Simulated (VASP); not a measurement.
# GaC2 (Pnnm) in VASP: single point with PBE

Aim: the single point of GaC2 with PBE.

All numbers are computed with VASP 6.6.1; they aren't measurements. Logs are shortened: lines on timing, memory, paths and dates and some standing lists are left out, and cuts for length are marked.

### Step 1. The cell of the first run

The structure is orthorhombic, space group Pnnm (No. 58). Conventional cell: a = 4.116 Å, b = 5.016 Å, c = 3.264 Å, α = 90.00°, β = 90.00°, γ = 90.00°. Within 2.8 Å of Ga (site symmetry 2/m) lie 6 C at 2.10 to 2.33 Å. C (site symmetry m) has 1 C at 1.29 Å within 1.7 Å.

### Step 2. Single point, PBE

INCAR

```
PREC = Accurate
ENCUT = 1300
EDIFF = 1E-6
ISMEAR = 0
SIGMA = 0.1
LREAL = False
LASPH = True
NELM = 120
ALGO = Normal
ISIF = 2
LWAVE = False
LCHARG = False
GGA = PE
NBANDS = 30
GGA_COMPAT = False
```

KPOINTS

```
Automatic mesh
0
Gamma
  4 4 6
```

POSCAR

```
GaC2
1.0
    4.1156274828      0.0000000000      0.0000000000
    0.0000000000      5.0160053454      0.0000000000
    0.0000000000      0.0000000000      3.2643997550
Ga C
2 4
Direct
    0.0000000000      0.0000000000      0.0000000000
    0.5000000000      0.5000000000      0.5000000000
    0.1110013887      0.4085240352      0.0000000000
    0.8889986113      0.5914759648      0.0000000000
    0.6110013887      0.0914759648      0.5000000000
    0.3889986113      0.9085240352      0.5000000000
```

Potentials or basis: VASP PAW PBE potentials, release 64 (Ga_d, C_h).

On the command line:

```
> cat potpaw_PBE.64/Ga_d/POTCAR potpaw_PBE.64/C_h/POTCAR > POTCAR
> mpirun -np 1 vasp_std > vasp.out
```

OUTCAR:

```text
PREC = Accurate
   ENCUT = 1300
   EDIFF = 1E-6
   ISMEAR = 0
   LREAL = False
   LASPH = True
   NELM = 120
   ISIF = 2
   GGA = PE

 ion  position               nearest neighbor table
   1  0.000  0.000  0.000-   3 2.10   4 2.10
   2  0.500  0.500  0.500-   5 2.10   6 2.10
   3  0.111  0.409  0.000-   4 1.29   1 2.10
   4  0.889  0.591  0.000-   3 1.29   1 2.10
   5  0.611  0.091  0.500-   6 1.29   2 2.10
   6  0.389  0.909  0.500-   5 1.29   2 2.10

  LATTYP: Found a simple orthorhombic cell.
 ALAT       =     3.2643997550
 B/A-ratio  =     1.2607608723
 C/A-ratio  =     1.5365781528

  Lattice vectors:

 A1 = (   0.0000000000,   0.0000000000,   3.2643997550)
 A2 = (   4.1156274828,   0.0000000000,   0.0000000000)
 A3 = (   0.0000000000,   5.0160053454,   0.0000000000)

Analysis of symmetry for initial positions (statically):
=====================================================================
 Subroutine PRICEL returns:
 Original cell was already a primitive cell.

 Routine SETGRP: Setting up the symmetry group for a
 simple orthorhombic supercell.

 Subroutine GETGRP returns: Found  8 space group operations
 (whereof  4 operations were pure point group operations)
 out of a pool of  8 trial point group operations.

The static configuration has the point symmetry C_2h.
 The point group associated with its full space group is D_2h.

Analysis of symmetry for dynamics (positions and initial velocities):
=====================================================================
 Subroutine PRICEL returns:
 Original cell was already a primitive cell.

 Routine SETGRP: Setting up the symmetry group for a
 simple orthorhombic supercell.

 Subroutine GETGRP returns: Found  8 space group operations
 (whereof  4 operations were pure point group operations)
 out of a pool of  8 trial point group operations.

The dynamic configuration has the point symmetry C_2h.
 The point group associated with its full space group is D_2h.

 Subroutine INISYM returns: Found  8 space group operations
 (whereof  4 operations are pure point group operations),
 and found     1 'primitive' translations

----------------------------------------------------------------------------------------

                                     Primitive cell

  volume of cell :      67.3903

  direct lattice vectors                    reciprocal lattice vectors
     4.115627483  0.000000000  0.000000000     0.242976315  0.000000000  0.000000000
     0.000000000  5.016005345  0.000000000     0.000000000  0.199361829  0.000000000
     0.000000000  0.000000000  3.264399755     0.000000000  0.000000000  0.306335031

  length of vectors
     4.115627483  5.016005345  3.264399755     0.242976315  0.199361829  0.306335031

  position of ions in fractional coordinates (direct lattice)
     0.000000000  0.000000000  0.000000000
     0.500000000  0.500000000  0.500000000
     0.111001389  0.408524035  0.000000000
     0.888998611  0.591475965  0.000000000
     0.611001389  0.091475965  0.500000000
     0.388998611  0.908524035  0.500000000

  ion indices of the primitive-cell ions
   primitive index   ion index
                 1           1
                 2           2
                 3           3
                 4           4
                 5           5
                 6           6

----------------------------------------------------------------------------------------

 KPOINTS: Automatic mesh

Automatic generation of k-mesh.
 Grid dimensions read from file:
 generate k-points for:    4    4    6

 Generating k-lattice:

  Cartesian coordinates                     Fractional coordinates (reciprocal lattice)
     0.060744079  0.000000000  0.000000000     0.250000000  0.000000000  0.000000000
     0.000000000  0.049840457  0.000000000     0.000000000  0.250000000  0.000000000
     0.000000000  0.000000000  0.051055838     0.000000000  0.000000000  0.166666667

  Length of vectors
     0.060744079  0.049840457  0.051055838

  Shift w.r.t. Gamma in fractional coordinates (k-lattice)
     0.000000000  0.000000000  0.000000000

 Subroutine IBZKPT returns following result:
 ===========================================

 Found     36 irreducible k-points:

 Following reciprocal coordinates:
            Coordinates               Weight
  0.000000  0.000000  0.000000      1.000000
  0.250000  0.000000  0.000000      2.000000
  0.500000  0.000000  0.000000      1.000000
  0.000000  0.250000  0.000000      2.000000
  0.250000  0.250000  0.000000      4.000000
  0.500000  0.250000  0.000000      2.000000
[... 16 lines left out ...]
  0.250000  0.250000  0.333333      8.000000
  0.500000  0.250000  0.333333      4.000000
 [... further k-points ...]
   k-points           NKPTS =     36   k-points in BZ     NKDIM =     36   number of bands    NBANDS=     30
   number of dos      NEDOS =    301   number of ions     NIONS =      6
   total plane-waves  NPLWV = 115200
   dimension x,y,z NGX =    48 NGY =   60 NGZ =   40
   dimension x,y,z NGXF=    96 NGYF=  120 NGZF=   80
   ions per type =               2   4
   NGX,Y,Z   is equivalent  to a cutoff of  19.39, 19.89, 20.37 a.u.
   NGXF,Y,Z  is equivalent  to a cutoff of  38.78, 39.77, 40.74 a.u.
 SYSTEM =  unknown system
   PREC   = accura    normal or accurate (medium, high low for compatibility)
   ISTART =      0    job   : 0-new  1-cont  2-samecut
   ICHARG =      2    charge: 1-file 2-atom 10-const
   ISPIN  =      1    spin polarized calculation?
   LNONCOLLINEAR =      F non collinear calculations
   LSORBIT =      F    spin-orbit coupling
   LASPH  =      T    aspherical Exc in radial PAW
   ENCUT  = 1300.0 eV  95.55 Ry    9.77 a.u.  12.10 14.75  9.60*2*pi/ulx,y,z
   NELM   =    120;   NELMIN=  2; NELMDL= -5     # of ELM steps
   EDIFF  = 0.1E-05   stopping-criterion for ELM
   LREAL  =      F    real-space projection
   EDIFFG = 0.1E-04   stopping-criterion for IOM
   NSW    =      0    number of steps for IOM
   IBRION =     -1    ionic relax: 0-MD 1-quasi-New 2-CG
   NFREE  =      0    steps in history (QN), initial steepest desc. (CG)
   ISIF   =      2    stress and relaxation
   ISYM   =      2    0-nonsym 1-usesym 2-fastsym
   POTIM  = 0.5000    time-step for ionic-motion
   TEBEG  =    0.0;   TEEND  =   0.0 temperature during run
   PSTRESS=    0.0 pullay stress
   NELECT =      42.0000    total number of electrons
   NUPDOWN=      -1.0000    fix difference up-down
   EMIN   =  10.00;   EMAX   =-10.00  energy-range for DOS
   EFERMI =   0.00;   METHOD = LEGACY
   ISMEAR =     0;   SIGMA  =   0.10  broadening in eV -4-tet -1-fermi 0-gaus
   EFERMI_NEDOS =   21; number of points for ismear=-14 and -15
   IALGO  =     38    algorithm
   IMIX   =      4    mixing-type and parameters
     AMIX     =   0.40;   BMIX     =  1.00
     AMIX_MAG =   1.60;   BMIX_MAG =  1.00
  volume/ion in A,a.u.               =      11.23        75.80
  Fermi-wavevector in a.u.,A,eV,Ry     =   1.398381  2.642557 26.605771  1.955469
  Thomas-Fermi vector in A             =   2.521544
   LORBIT       =      0    0 simple, 1 ext, 2 COOP (PROOUT), +10 PAW based schemes
   GGA     = PE    functional components
   LHFCALC =     F    Hartree Fock is set to
   AEXX    =    0.0000 exact exchange contribution
   IVDW    =     0    specifies the selected vdW correction
   LEPSILON=     F    determine dielectric tensor
   LRPA    =     F    only Hartree local field effects (RPA)
 non-spin polarized calculation
 Gauss-broadening in eV      SIGMA  =   0.10
  energy-cutoff  :     1300.00
  volume of cell :       67.39
 maximum number of plane-waves:      7200
   NGX = 25   NGY = 29   NGZ = 19

 number of electron      42.0000002 magnetization

 Free energy of the ion-electron system (eV)
  ---------------------------------------------------
  ext. energy  EPLUGINS =         0.00000000
  ---------------------------------------------------
  free energy    TOTEN  =       -36.65779041 eV

  energy without entropy =      -36.64518291  energy(sigma->0) =      -36.65148666

 E-fermi :   5.6166     XC(G=0): -11.3492

 val. band max:        5.5946857375   @ k =   0.2500   0.2500   0.5000
 cond. band min:       5.6241641182   @ k =   0.2500   0.2500   0.3333
 fundamental gap:      0.0294783806
 Fermi energy:         5.6165578539

 k-point     1 :       0.0000    0.0000    0.0000
  band No.  band energies     occupation
      1     -10.0664      2.00000
      2      -9.6604      2.00000
      3      -9.0340      2.00000
      4      -8.9999      2.00000
      5      -8.9970      2.00000
      6      -8.9743      2.00000
[... 22 lines left out ...]
     29      14.5589      0.00000
     30      15.2474      0.00000

 k-point     2 :       0.2500    0.0000    0.0000
  band No.  band energies     occupation
      1      -9.8106      2.00000
      2      -9.5905      2.00000
      3      -9.0254      2.00000
      4      -9.0016      2.00000
      5      -9.0012      2.00000
      6      -8.9850      2.00000
[... 22 lines left out ...]
     29      15.1437      0.00000
     30      15.1725      0.00000

 k-point     3 :       0.5000    0.0000    0.0000
  band No.  band energies     occupation
      1      -9.5195      2.00000
      2      -9.5195      2.00000
      3      -9.0096      2.00000
      4      -9.0096      2.00000
      5      -9.0011      2.00000
      6      -9.0011      2.00000
[... 22 lines left out ...]
     29      15.1917      0.00000
     30      15.2933      0.00000

 k-point     4 :       0.0000    0.2500    0.0000
  band No.  band energies     occupation
      1      -9.8253      2.00000
      2      -9.5802      2.00000
      3      -9.0297      2.00000
      4      -9.0253      2.00000
      5      -8.9929      2.00000
      6      -8.9897      2.00000
[... 616 lines left out ...]
     29      14.4445      0.00000
     30      14.9827      0.00000

 k-point    23 :       0.2500    0.2500    0.3333
  band No.  band energies     occupation
      1      -9.4632      2.00000
      2      -9.4485      2.00000
      3      -9.0487      2.00000
      4      -9.0016      2.00000
      5      -8.9562      2.00000
      6      -8.9451      2.00000
[... 22 lines left out ...]
     29      14.1142      0.00000
     30      14.9776      0.00000

 k-point    24 :       0.5000    0.2500    0.3333
  band No.  band energies     occupation
      1      -9.5352      2.00000
      2      -9.5352      2.00000
      3      -9.0101      2.00000
      4      -9.0101      2.00000
      5      -8.9447      2.00000
      6      -8.9447      2.00000
[... 22 lines left out ...]
     29      14.2107      0.00000
     30      14.2107      0.00000

 [... further k-points ...]
[... 5 lines left out ...]
  --------------------------------------------------------------------------------------
  -------------------------------------------------------------------------------------
  Total        0.0340900      0.0370193      0.0792603      0.0000000      0.0000000      0.0000000
  in kB        0.8104761      0.8801188      1.8843826      0.0000000      0.0000000      0.0000000
  external PRESSURE =       1.1916592 kB  Pullay stress =       0.0000000 kB

 VOLUME and BASIS-vectors are now :
 -----------------------------------------------------------------------------
  energy-cutoff  :     1300.00
  volume of cell :       67.39
      direct lattice vectors                 reciprocal lattice vectors
     4.115627483  0.000000000  0.000000000     0.242976315  0.000000000  0.000000000
     0.000000000  5.016005345  0.000000000     0.000000000  0.199361829  0.000000000
     0.000000000  0.000000000  3.264399755     0.000000000  0.000000000  0.306335031

 POSITION                                       TOTAL-FORCE (eV/Angst)
 -----------------------------------------------------------------------------------
      0.00000      0.00000      0.00000         0.000000     -0.000000      0.000000
      2.05781      2.50800      1.63220         0.000000     -0.000000      0.000000
      0.45684      2.04916      0.00000        -0.015608      0.010724     -0.000000
      3.65879      2.96685      0.00000         0.015608     -0.010724      0.000000
      2.51465      0.45884      1.63220        -0.015608     -0.010724     -0.000000
      1.60097      4.55716      1.63220         0.015608      0.010724      0.000000
 -----------------------------------------------------------------------------------
    total drift:                                0.000000     -0.000000     -0.000000

  FREE ENERGIE OF THE ION-ELECTRON SYSTEM (eV)
  ---------------------------------------------------
  free  energy   TOTEN  =       -36.6577904095 eV

  energy  without entropy=      -36.6451829064  energy(sigma->0) =      -36.65148666
```

It took 4 min on 1 thread of AMD EPYC 7R43 (Zen 3), shared host; peak memory 0.45 GiB.

What came out:

* Free energy: -36.6578 eV
* Pressure: 0.1 GPa
* Largest force: 0.019 eV/Å
* Band gap on the k mesh: zero (bands 21 and 22 overlap by 2.54 eV)

Forces in eV/Å, atoms in the order of the input:
```
Ga   0.000  0.000  0.000
Ga   0.000  0.000  0.000
C   -0.016  0.011  0.000
C    0.016 -0.011  0.000
C   -0.016 -0.011  0.000
C    0.016  0.011  0.000
```

Caveat: the k points lie up to 0.38 Å⁻¹ apart, too coarse for converged energies and pressures of a metal.

The gap in the log of VASP goes by the Fermi energy; the results here count the filled bands.